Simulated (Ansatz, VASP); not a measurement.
ZrB2 in VASP and in Ansatz

The input INCAR:

```
PREC = Accurate ; ENCUT = 520
EDIFF = 1E-7 ; ISMEAR = 0
SIGMA = 0.15 ; LREAL = F
LASPH = T ; NELM = 100
ALGO = Normal ; ISIF = 2
LWAVE = F ; LCHARG = F
GGA = CA ; NBANDS = 16
```

Contents of KPOINTS:

```
Automatic mesh
0
Gamma
  15 15 12
```

The input POSCAR:

```
ZrB2
1.0
    3.1952000000      0.0000000000      0.0000000000
   -1.5976000000      2.7671243702      0.0000000000
    0.0000000000      0.0000000000      3.4889014692
Zr B
1 2
Direct
    0.0000000000      0.0000000000      0.0000000000
    0.3333333333      0.6666666667      0.5000000000
    0.6666666667      0.3333333333      0.5000000000
```

Input for Ansatz:

```yaml
crystal:
  lattice:
    - [3.1952, 0.0, 0.0]
    - [-1.5976, 2.7671243702, 0.0]
    - [0.0, 0.0, 3.4889014692]
  atoms:
    - { symbol: Zr, position: [0.0, 0.0, 0.0] }
    - { symbol: B, position: [0.3333333333, 0.6666666667, 0.5] }
    - { symbol: B, position: [0.6666666667, 0.3333333333, 0.5] }
basis:
  ecutwfc: 520.0
kpoints:
  mp_grid: { grid: [15, 15, 12] }
hamiltonian:
  xc: lda
  pseudopotentials: { kind: paw }
scf:
  occupations: { method: gaussian, width: 0.15 }
output:
  forces: true
  stress: true
  eigenvalues: true
```

Alike in both runs: task single point; functional LDA; k mesh 15 × 15 × 12; occupations gaussian, width 0.15 eV; no spin polarisation.

|  | VASP | Ansatz |
| --- | --- | --- |
| version | VASP 6.6.1 | Ansatz 0.2.0 |
| potentials or method | VASP PAW LDA potentials, release 64 (Zr_sv, B), cutoff 520 eV | scalar-relativistic, plane waves, PAW |
| valence electrons in the cell | 18 | 18 |

VASP gave:

```
gap on the k mesh at the Fermi level (eV)                     : none
pressure (GPa)                                                : -9.3
traceless stress, the component that is largest in VASP (GPa) : 4.85
```

Q: Estimate Ansatz's values.

A: gap on the k mesh at the Fermi level (eV): none; pressure (GPa): -9.8; traceless stress, the component that is largest in VASP (GPa): 4.83.

LDA's correlation is that of Perdew and Zunger in VASP and of Perdew and Wang (1992) in Ansatz. A gap of «none» marks a metal or a gap that the smearing closes.
